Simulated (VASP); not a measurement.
A run of VASP 6.6.1 is set up as follows.

INCAR

```
PREC = Accurate
ENCUT = 410
EDIFF = 1E-6
ISMEAR = -1
SIGMA = 0.05
LREAL = False
LASPH = True
NELM = 120
ALGO = Normal
ISIF = 2
LWAVE = False
LCHARG = False
NBANDS = 22
GGA_COMPAT = False
```

Contents of KPOINTS:

```
Automatic mesh
0
Gamma
  9 9 5
```

POSCAR

```
Re
1.0
    2.7608000000      0.0000000000      0.0000000000
   -1.3804000000      2.3909229348      0.0000000000
    0.0000000000      0.0000000000      4.4582000000
Re
2
Direct
    0.3339419722      0.7866748746      0.2500000000
    1.3327245873      0.2133251526      0.7500000000
```

Potentials or basis: VASP PAW LDA potentials, release 64 (Re_sv_GW).

Launch:

```sh
$ cat potpaw_LDA.64/Re_sv_GW/POTCAR > POTCAR
$ mpirun -np 1 vasp_std > vasp.out
```

Task: Estimate the band gap on the k mesh.

Result: Zero (bands 15 and 16 overlap by 3.75 eV).

Task: What does it give for the pressure?

Result: 0.6 GPa.

Task: Estimate the largest force.

Result: 0.035 eV/Å.

Stress tensor (GPa, compression positive):
```
-11.52 -14.00   0.00
-14.00   4.88   0.00
  0.00   0.00   8.38
```

Caveat: the stress differs along the axes, from -12 to 8 GPa; spin-orbit coupling is left out, which moves the levels of the heavy elements.
